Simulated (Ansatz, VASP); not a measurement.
BN in VASP and in Ansatz

Contents of INCAR:

```
  ALGO = Normal
  EDIFF = 1E-7
  ENCUT = 520
  GGA = PE
  ISIF = 2
  ISMEAR = 0
  LASPH = T
  LCHARG = F
  LREAL = F
  LWAVE = F
  NBANDS = 26
  NELM = 80
  PREC = Accurate
  SIGMA = 0.05
```

Contents of KPOINTS:

```
k-points
0
Gamma
  6 6 10
```

The input POSCAR:

```
BN
1.0
    4.2900000000      0.0000000000      0.0000000000
    0.0000000000      4.2900000000      0.0000000000
    0.0000000000      0.0000000000      2.2433000000
B N
4 4
Direct
    0.1742811368      0.8257188632      0.5000000000
    0.3257188632      0.3257188632      0.0000000000
    0.6742811368      0.6742811368      0.0000000000
    0.8257188632      0.1742811368      0.5000000000
    0.8126115048      0.8126115048      0.5000000000
    0.3126115048      0.6873884952      0.0000000000
    0.6873884952      0.3126115048      0.0000000000
    0.1873884952      0.1873884952      0.5000000000
```

Input for Ansatz:

```yaml
crystal:
  lattice:
    - [4.29, 0.0, 0.0]
    - [0.0, 4.29, 0.0]
    - [0.0, 0.0, 2.2433]
  atoms:
    - { symbol: B, position: [0.1742811368, 0.8257188632, 0.5] }
    - { symbol: B, position: [0.3257188632, 0.3257188632, 0.0] }
    - { symbol: B, position: [0.6742811368, 0.6742811368, 0.0] }
    - { symbol: B, position: [0.8257188632, 0.1742811368, 0.5] }
    - { symbol: "N", position: [0.8126115048, 0.8126115048, 0.5] }
    - { symbol: "N", position: [0.3126115048, 0.6873884952, 0.0] }
    - { symbol: "N", position: [0.6873884952, 0.3126115048, 0.0] }
    - { symbol: "N", position: [0.1873884952, 0.1873884952, 0.5] }
basis:
  ecutwfc: 520.0
kpoints:
  mp_grid: { grid: [6, 6, 10] }
hamiltonian:
  xc: pbe
  pseudopotentials: { kind: paw, azcp: { folder: soft_1 } }
scf:
  occupations: { method: gaussian, width: 0.05 }
output:
  forces: true
  stress: true
  eigenvalues: true
```

Alike in both runs: task single point; functional PBE; k mesh 6 × 6 × 10; occupations gaussian, width 0.05 eV; no spin polarisation.

```csv
,VASP,Ansatz
version,VASP 6.6.1,Ansatz 0.2.0
potentials or method,"VASP PAW PBE potentials, release 64 (B, N), cutoff 520 eV","scalar-relativistic, plane waves, PAW"
valence electrons in the cell,32,32
```

|  | VASP | Ansatz | Ansatz less VASP |
| --- | --- | --- | --- |
| gap on the k mesh at the Fermi level (eV) | 4.25 | 4.27 | +0.022 |
| least direct gap on the mesh (eV) | 6.03 | 6.05 | +0.020 |
| rms of the force components (eV/Å) | 0.895 | 0.888 | -0.0072 |

Atom by atom the forces differ by 0.008 eV/Å (rms over components). The functional is the same, so the differences come from potentials, cutoffs and numerics.
